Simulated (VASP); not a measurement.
A run of VASP 6.6.1 is set up as follows.

The input INCAR:

```
PREC = Accurate
ENCUT = 520
EDIFF = 1E-6
ISMEAR = -1
SIGMA = 0.05
LREAL = F
LASPH = T
NELM = 60
ALGO = Normal
ISIF = 2
LWAVE = F
LCHARG = F
GGA = PS
NBANDS = 20
```

KPOINTS

```
regular mesh
0
Gamma
  13 13 7
```

The input POSCAR:

```
MnRu
1.0
    2.4571792914      0.0000000000      0.0000000000
   -1.2285896457      2.1279796880      0.0000000000
    0.0000000000      0.0000000000      3.8052746972
Mn Ru
1 1
Direct
    0.6666666667      0.3333333333      0.5000000000
    0.3333333333      0.6666666667      0.0000000000
```

Potentials or basis: VASP PAW PBE potentials, release 64 (Mn_pv, Ru_pv).

Run with:

```sh
$ cat potpaw_PBE.64/Mn_pv/POTCAR potpaw_PBE.64/Ru_pv/POTCAR > POTCAR
$ mpirun -np 1 vasp_std > vasp.out
```

(1) What does it give for the pressure?

Answers

(1) 91.6 GPa.

Caveat: the PAW data sets were made with another functional, which shifts forces and pressure a little.
